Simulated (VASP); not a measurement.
# Ti (Fm-3m) in VASP: a series of runs

Ti is run at these levels: PBE; tasks: single point.

All numbers are computed with VASP 6.6.1; they aren't measurements. Logs are shortened: lines on timing, memory, paths and dates and some standing lists are left out, and cuts for length are marked.

## (1) The cell of the first run

Symmetry: Fm-3m, No. 225, cubic system. Conventional cell: a = 4.167 Å, b = 4.167 Å, c = 4.167 Å, α = 90.00°, β = 90.00°, γ = 90.00°. Ti (site symmetry m-3m) has 12 Ti at 2.95 Å within 3.9 Å.

## (2) Single point, PBE

INCAR reads:

```
SYSTEM = Ti
PREC     = Accurate       ! precision mode
ENCUT    = 520            ! plane-wave cutoff, eV
EDIFF    = 1E-6           ! SCF threshold, eV
ISMEAR   = -1             ! smearing method
SIGMA    = 0.06122561905347299 ! smearing width, eV
LREAL    = .FALSE.        ! projectors in reciprocal space
LASPH    = .TRUE.         ! aspherical terms in the spheres
NELM     = 60             ! most SCF steps
ALGO     = Normal         ! electronic algorithm
ISIF     = 2              ! what is computed and relaxed
LWAVE    = .FALSE.        ! write WAVECAR
LCHARG   = .FALSE.        ! write CHGCAR
GGA      = PE             ! functional
NBANDS   = 12             ! bands
```

KPOINTS reads:

```
regular mesh
0
G
  23 23 23
  0 0 0
```

POSCAR reads:

```
Ti
1.0
    0.0000000000      2.0836287333      2.0836287333
    2.0836287333      0.0000000000      2.0836287333
    2.0836287333      2.0836287333      0.0000000000
Ti
1
Direct
    0.0000000000      0.0000000000      0.0000000000
```

Potentials or basis: VASP PAW PBE potentials, release 64 (Ti_sv).

Command:

```
$ cat potpaw_PBE.64/Ti_sv/POTCAR > POTCAR
$ mpirun -np 1 vasp_std > vasp.out
```

OUTCAR:

```text
SYSTEM = Ti
   PREC = Accurate
   ENCUT = 520
   EDIFF = 1E-6
   ISMEAR = -1
   LREAL = .FALSE.
   LASPH = .TRUE.
   NELM = 60
   ISIF = 2
   GGA = PE

 ion  position               nearest neighbor table
   1  0.000  0.000  0.000-

  LATTYP: Found a face centered cubic cell.
 ALAT       =     4.1672574666

  Lattice vectors:

 A1 = (   0.0000000000,   2.0836287333,   2.0836287333)
 A2 = (   2.0836287333,   0.0000000000,   2.0836287333)
 A3 = (   2.0836287333,   2.0836287333,   0.0000000000)

Analysis of symmetry for initial positions (statically):
=====================================================================
 Subroutine PRICEL returns:
 Original cell was already a primitive cell.

 Routine SETGRP: Setting up the symmetry group for a
 face centered cubic supercell.

 Subroutine GETGRP returns: Found 48 space group operations
 (whereof 48 operations were pure point group operations)
 out of a pool of 48 trial point group operations.

The static configuration has the point symmetry O_h .

Analysis of symmetry for dynamics (positions and initial velocities):
=====================================================================
 Subroutine PRICEL returns:
 Original cell was already a primitive cell.

 Routine SETGRP: Setting up the symmetry group for a
 face centered cubic supercell.

 Subroutine GETGRP returns: Found 48 space group operations
 (whereof 48 operations were pure point group operations)
 out of a pool of 48 trial point group operations.

The dynamic configuration has the point symmetry O_h .

 Subroutine INISYM returns: Found 48 space group operations
 (whereof 48 operations are pure point group operations),
 and found     1 'primitive' translations

----------------------------------------------------------------------------------------

                                     Primitive cell

  volume of cell :      18.0922

  direct lattice vectors                    reciprocal lattice vectors
     0.000000000  2.083628733  2.083628733    -0.239965975  0.239965975  0.239965975
     2.083628733  0.000000000  2.083628733     0.239965975 -0.239965975  0.239965975
     2.083628733  2.083628733  0.000000000     0.239965975  0.239965975 -0.239965975

  length of vectors
     2.946696014  2.946696014  2.946696014     0.415633260  0.415633260  0.415633260

  position of ions in fractional coordinates (direct lattice)
     0.000000000  0.000000000  0.000000000

  ion indices of the primitive-cell ions
   primitive index   ion index
                 1           1

----------------------------------------------------------------------------------------

 KPOINTS: regular mesh

Automatic generation of k-mesh.
 Grid dimensions read from file:
 generate k-points for:   23   23   23

 Generating k-lattice:

  Cartesian coordinates                     Fractional coordinates (reciprocal lattice)
    -0.010433303  0.010433303  0.010433303     0.043478261  0.000000000  0.000000000
     0.010433303 -0.010433303  0.010433303     0.000000000  0.043478261  0.000000000
     0.010433303  0.010433303 -0.010433303     0.000000000  0.000000000  0.043478261

  Length of vectors
     0.018071011  0.018071011  0.018071011

  Shift w.r.t. Gamma in fractional coordinates (k-lattice)
     0.000000000  0.000000000  0.000000000

 Subroutine IBZKPT returns following result:
 ===========================================

 Found    364 irreducible k-points:

 Following reciprocal coordinates:
            Coordinates               Weight
  0.000000  0.000000  0.000000      1.000000
  0.043478  0.000000  0.000000      8.000000
  0.086957  0.000000  0.000000      8.000000
  0.130435  0.000000  0.000000      8.000000
  0.173913  0.000000  0.000000      8.000000
  0.217391  0.000000  0.000000      8.000000
[... 16 lines left out ...]
  0.478261  0.043478  0.000000     24.000000
 -0.478261  0.043478  0.000000     24.000000
 [... further k-points ...]
   k-points           NKPTS =    364   k-points in BZ     NKDIM =    364   number of bands    NBANDS=     12
   number of dos      NEDOS =    301   number of ions     NIONS =      1
   total plane-waves  NPLWV =  13824
   dimension x,y,z NGX =    24 NGY =   24 NGZ =   24
   dimension x,y,z NGXF=    48 NGYF=   48 NGZF=   48
   ions per type =               1
   NGX,Y,Z   is equivalent  to a cutoff of  13.54, 13.54, 13.54 a.u.
   NGXF,Y,Z  is equivalent  to a cutoff of  27.08, 27.08, 27.08 a.u.
 SYSTEM =  Ti
   PREC   = accura    normal or accurate (medium, high low for compatibility)
   ISTART =      0    job   : 0-new  1-cont  2-samecut
   ICHARG =      2    charge: 1-file 2-atom 10-const
   ISPIN  =      1    spin polarized calculation?
   LNONCOLLINEAR =      F non collinear calculations
   LSORBIT =      F    spin-orbit coupling
   LASPH  =      T    aspherical Exc in radial PAW
   ENCUT  =  520.0 eV  38.22 Ry    6.18 a.u.   5.48  5.48  5.48*2*pi/ulx,y,z
   NELM   =     60;   NELMIN=  2; NELMDL= -5     # of ELM steps
   EDIFF  = 0.1E-05   stopping-criterion for ELM
   LREAL  =      F    real-space projection
   EDIFFG = 0.1E-04   stopping-criterion for IOM
   NSW    =      0    number of steps for IOM
   IBRION =     -1    ionic relax: 0-MD 1-quasi-New 2-CG
   NFREE  =      0    steps in history (QN), initial steepest desc. (CG)
   ISIF   =      2    stress and relaxation
   ISYM   =      2    0-nonsym 1-usesym 2-fastsym
   POTIM  = 0.5000    time-step for ionic-motion
   TEBEG  =    0.0;   TEEND  =   0.0 temperature during run
   PSTRESS=    0.0 pullay stress
   NELECT =      12.0000    total number of electrons
   NUPDOWN=      -1.0000    fix difference up-down
   EMIN   =  10.00;   EMAX   =-10.00  energy-range for DOS
   EFERMI =   0.00;   METHOD = LEGACY
   ISMEAR =    -1;   SIGMA  =   0.06  broadening in eV -4-tet -1-fermi 0-gaus
   EFERMI_NEDOS =   21; number of points for ismear=-14 and -15
   IALGO  =     38    algorithm
   IMIX   =      4    mixing-type and parameters
     AMIX     =   0.40;   BMIX     =  1.00
     AMIX_MAG =   1.60;   BMIX_MAG =  1.00
  volume/ion in A,a.u.               =      18.09       122.09
  Fermi-wavevector in a.u.,A,eV,Ry     =   1.427704  2.697970 27.733290  2.038339
  Thomas-Fermi vector in A             =   2.547845
   LORBIT       =      0    0 simple, 1 ext, 2 COOP (PROOUT), +10 PAW based schemes
   GGA     = PE    functional components
   LHFCALC =     F    Hartree Fock is set to
   AEXX    =    0.0000 exact exchange contribution
   IVDW    =     0    specifies the selected vdW correction
   LEPSILON=     F    determine dielectric tensor
   LRPA    =     F    only Hartree local field effects (RPA)
 non-spin polarized calculation
  energy-cutoff  :      520.00
  volume of cell :       18.09
 maximum number of plane-waves:       531
 NGX is ok and might be reduce to    24
   NGX = 11   NGY = 11   NGZ = 11

 number of electron      11.9999996 magnetization

 Free energy of the ion-electron system (eV)
  ---------------------------------------------------
  ext. energy  EPLUGINS =         0.00000000
  ---------------------------------------------------
  free energy    TOTEN  =        -7.77896614 eV

  energy without entropy =       -7.75660077  energy(sigma->0) =       -7.76778345

 E-fermi :   7.7925     XC(G=0): -11.3082

 val. band max:        7.7893826540   @ k =   0.4348   0.0870   0.0435
 cond. band min:       7.7946903131   @ k =  -0.3478   0.0435   0.0000
 fundamental gap:      0.0053076591
 Fermi energy:         7.7925438881

 k-point     1 :       0.0000    0.0000    0.0000
  band No.  band energies     occupation
      1     -48.9891      2.00000
      2     -24.8922      2.00000
      3     -24.8922      2.00000
      4     -24.8922      2.00000
      5       1.7979      2.00000
      6       8.6410      0.00000
      7       8.6410      0.00000
      8       8.6410      0.00000
      9      10.1827      0.00000
     10      10.1827      0.00000
     11      22.8128      0.00000
     12      27.0897      0.00000

 k-point     2 :       0.0435    0.0000    0.0000
  band No.  band energies     occupation
      1     -48.9872      2.00000
      2     -24.9033      2.00000
      3     -24.8936      2.00000
      4     -24.8936      2.00000
      5       1.8570      2.00000
      6       8.6048      0.00000
      7       8.6624      0.00000
      8       8.6624      0.00000
      9      10.1688      0.00000
     10      10.1688      0.00000
     11      22.8574      0.00000
     12      26.5449      0.00000

 k-point     3 :       0.0870    0.0000    0.0000
  band No.  band energies     occupation
      1     -48.9817      2.00000
      2     -24.9359      2.00000
      3     -24.8977      2.00000
      4     -24.8977      2.00000
      5       2.0322      2.00000
      6       8.5022      0.00002
      7       8.7216      0.00000
      8       8.7216      0.00000
      9      10.1334      0.00000
     10      10.1334      0.00000
     11      22.9525      0.00000
     12      25.4527      0.00000
[... 286 lines left out ...]
 k-point    23 :       0.4783    0.0435    0.0000
  band No.  band energies     occupation
      1     -48.8866      2.00000
      2     -25.4642      2.00000
      3     -24.9728      2.00000
      4     -24.9704      2.00000
      5       5.3129      2.00000
      6       8.1551      0.00535
      7       8.5557      0.00001
      8       8.5881      0.00000
      9      11.1857      0.00000
     10      11.2206      0.00000
     11      15.6825      0.00000
     12      22.1330      0.00000

 k-point    24 :      -0.4783    0.0435    0.0000
  band No.  band energies     occupation
      1     -48.8854      2.00000
      2     -25.4710      2.00000
      3     -24.9757      2.00000
      4     -24.9694      2.00000
      5       5.3431      2.00000
      6       8.1994      0.00260
      7       8.5631      0.00001
      8       8.5730      0.00001
      9      11.1710      0.00000
     10      11.2974      0.00000
     11      15.5364      0.00000
     12      22.0921      0.00000

 [... further k-points ...]
[... 5 lines left out ...]
  --------------------------------------------------------------------------------------
  -------------------------------------------------------------------------------------
  Total       -0.4695995     -0.4695995     -0.4695995      0.0000000     -0.0000000      0.0000000
  in kB      -41.5860015    -41.5860015    -41.5860015      0.0000000     -0.0000000      0.0000000
  external PRESSURE =     -41.5860015 kB  Pullay stress =       0.0000000 kB

 VOLUME and BASIS-vectors are now :
 -----------------------------------------------------------------------------
  energy-cutoff  :      520.00
  volume of cell :       18.09
      direct lattice vectors                 reciprocal lattice vectors
     0.000000000  2.083628733  2.083628733    -0.239965975  0.239965975  0.239965975
     2.083628733  0.000000000  2.083628733     0.239965975 -0.239965975  0.239965975
     2.083628733  2.083628733  0.000000000     0.239965975  0.239965975 -0.239965975

 POSITION                                       TOTAL-FORCE (eV/Angst)
 -----------------------------------------------------------------------------------
      0.00000      0.00000      0.00000         0.000000     -0.000000     -0.000000
 -----------------------------------------------------------------------------------
    total drift:                               -0.000000      0.000000     -0.000000

  FREE ENERGIE OF THE ION-ELECTRON SYSTEM (eV)
  ---------------------------------------------------
  free  energy   TOTEN  =        -7.7789661383 eV

  energy  without entropy=       -7.7566007698  energy(sigma->0) =       -7.76778345
```

It took 34 s on 1 thread of Intel Xeon Platinum 8488C (Sapphire Rapids), shared host; peak memory 0.2 GiB.

What came out:

```yaml
Free_energy: -7.7790 eV
Pressure: -4.2 GPa
Band_gap_on_the_k_mesh: zero (band 6 reaches 8.64 eV, above the bottom of band 7 at 7.43 eV)
```

## (3) Single point, PBE

This run uses another cell than the first one, of 18.44 Å³/atom, 1.019 times its volume.

INCAR reads:

```
SYSTEM = Ti
PREC     = Accurate       ! precision mode
ENCUT    = 520            ! plane-wave cutoff, eV
EDIFF    = 1E-7           ! SCF threshold, eV
ISMEAR   = -1             ! smearing method
SIGMA    = 0.06122561905347299 ! smearing width, eV
LREAL    = .False.        ! projectors in reciprocal space
LASPH    = .True.         ! aspherical terms in the spheres
NELM     = 80             ! most SCF steps
ALGO     = Normal         ! electronic algorithm
ISIF     = 2              ! what is computed and relaxed
LWAVE    = .False.        ! write WAVECAR
LCHARG   = .True.         ! write CHGCAR
GGA      = PE             ! functional
LELF     = .True.         ! ELF
LVHAR    = .True.       
NBANDS   = 12             ! bands
```

KPOINTS reads:

```
regular mesh
0
Gamma
  23 23 23
  0 0 0
```

POSCAR reads:

```
Ti
1.0
    0.0000000000      2.0969006117      2.0969006117
    2.0969006117      0.0000000000      2.0969006117
    2.0969006117      2.0969006117      0.0000000000
Ti
1
Direct
    0.0000000000      0.0000000000      0.0000000000
```

Potentials or basis: VASP PAW PBE potentials, release 64 (Ti_sv).

Command:

```
$ cat potpaw_PBE.64/Ti_sv/POTCAR > POTCAR
$ mpirun -np 1 vasp_std > vasp.out
```

Run time: 40 s. Hardware: 1 thread of Intel Xeon Platinum 8488C (Sapphire Rapids), shared host; peak memory 0.2 GiB.

It converged, with:

* Free energy: -7.7682 eV
* Pressure: -5.8 GPa
* Band gap on the k mesh: zero (band 6 reaches 8.43 eV, above the bottom of band 7 at 7.24 eV)

Levels at points of the mesh, in eV from the Fermi level:
```
           k point  band 4  band 5  band 6  band 7  band 8  band 9
(0.00, 0.00, 0.00)  -32.74   -5.95    0.84    0.84    0.84    2.34
```

## (4) Single point, PBE

This run uses another cell than the first one, of 18.44 Å³/atom, 1.019 times its volume.

INCAR reads:

```
ALGO = Normal
EDIFF = 1E-6
ENCUT = 520
GGA = PE
ISIF = 2
ISMEAR = -1
LASPH = True
LCHARG = False
LREAL = False
LWAVE = False
NBANDS = 12
NELM = 80
PREC = Accurate
SIGMA = 0.06122561905347299
```

KPOINTS reads:

```
k-points
0
Gamma
  23 23 23
```

POSCAR is that of step 3.

Command:

```
$ cat potpaw_PBE.64/Ti_sv/POTCAR > POTCAR
$ mpirun -np 1 vasp_std > vasp.out
```

Wall time 41 s (1 thread of Intel Xeon Platinum 8488C (Sapphire Rapids), shared host); peak memory 0.2 GiB.

It converged, with:

```yaml
Free_energy: -7.7682 eV
Pressure: -5.8 GPa
Band_gap_on_the_k_mesh: zero (band 6 reaches 8.43 eV, above the bottom of band 7 at 7.24 eV)
```

Levels at points of the mesh, in eV from the Fermi level:
```csv
k point,band 3,band 4,band 5,band 6,band 7,band 8,band 9,band 10
"(0.00, 0.00, 0.00)",-32.74,-32.74,-5.95,0.84,0.84,0.84,2.34,2.34
```
